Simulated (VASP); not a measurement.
A run of VASP 6.6.1 is set up as follows.

File INCAR:

```
PREC = Accurate ; ENCUT = 600
EDIFF = 1E-7 ; ISMEAR = 0
SIGMA = 0.01 ; LREAL = F
LASPH = T ; NELM = 100
ALGO = Normal ; ISIF = 3
LWAVE = F ; LCHARG = F
GGA = PS ; IBRION = 2
NSW = 80 ; EDIFFG = -0.01
```

File KPOINTS:

```
regular mesh
0
Gamma
  6 6 4
```

The input POSCAR:

```
ZnSe
1.0
    4.1077000000      0.0000000000      0.0000000000
    0.0000000000      4.1077000000      0.0000000000
    0.0000000000      0.0000000000      6.0703500000
Zn Se
2 2
Direct
    0.0000000000      0.0000000000      0.0000000000
    0.5000000000      0.5000000000      0.0000000000
    0.0000000000      0.5000000000      0.2462800000
    0.5000000000      0.0000000000      0.7537200000
```

Potentials or basis: VASP PAW PBE potentials, release 64 (Zn, Se).

The run is started by

```console
$ cat potpaw_PBE.64/Zn/POTCAR potpaw_PBE.64/Se/POTCAR > POTCAR
$ mpirun -np 1 vasp_std > vasp.out
```

Predict the relaxed volume.

22.39 Å³/atom.

What does it give for the space group after relaxing (to 0.1 Å)?

P4/nmm (No. 129).

What does it give for the relaxed cell?

a = 4.034 Å, b = 4.034 Å, c = 5.503 Å, α = 90.00°, β = 90.00°, γ = 90.00°.

Estimate the band gap on the k mesh.

1.69 eV.

Final structure:
```
Zn Se
1.0
     4.03419    0.00000    0.00000
     0.00000    4.03419    0.00000
     0.00000    0.00000    5.50251
Zn Se
2 2
Direct
  0.00000 0.00000 0.00000
  0.50000 0.50000 0.00000
  0.00000 0.50000 0.26979
  0.50000 0.00000 0.73021
```

Caveat: the PAW data sets were made with another functional, which shifts forces and pressure a little. A k mesh can miss the band edges.
